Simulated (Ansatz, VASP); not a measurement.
**Na: VASP beside Ansatz**

```
Na
1.0
     0.00000    2.65864    2.65864
     2.65864    0.00000    2.65864
     2.65864    2.65864    0.00000
Na
1
Direct
  0.00000 0.00000 0.00000
```

Alike in both runs: functional r2SCAN; k mesh 14 × 14 × 14; occupations gaussian, width 0.1 eV; no spin polarisation.

Ansatz relaxed the structure, and its values are those at the end. VASP's run is a single point on that final structure, the one shown.

|  | VASP | Ansatz |
| --- | --- | --- |
| version | VASP 6.6.1 | Ansatz 0.2.0 |
| potentials or method | VASP PAW PBE potentials, release 64 (Na_pv), cutoff 520 eV | scalar-relativistic, plane waves, PAW |
| valence electrons in the cell | 7 | 9 |

```tsv
	VASP	Ansatz	Ansatz less VASP
gap on the k mesh at the Fermi level (eV)	none	none	-
pressure (GPa)	0.0	0.0	+0.01
```

VASP's potentials were made for PBE, not for r2SCAN. A gap of «none» marks a metal or a gap that the smearing closes. VASP's potentials hold 7 valence electrons a cell and Ansatz's 9, so a difference there can come from the potentials and not from the codes.
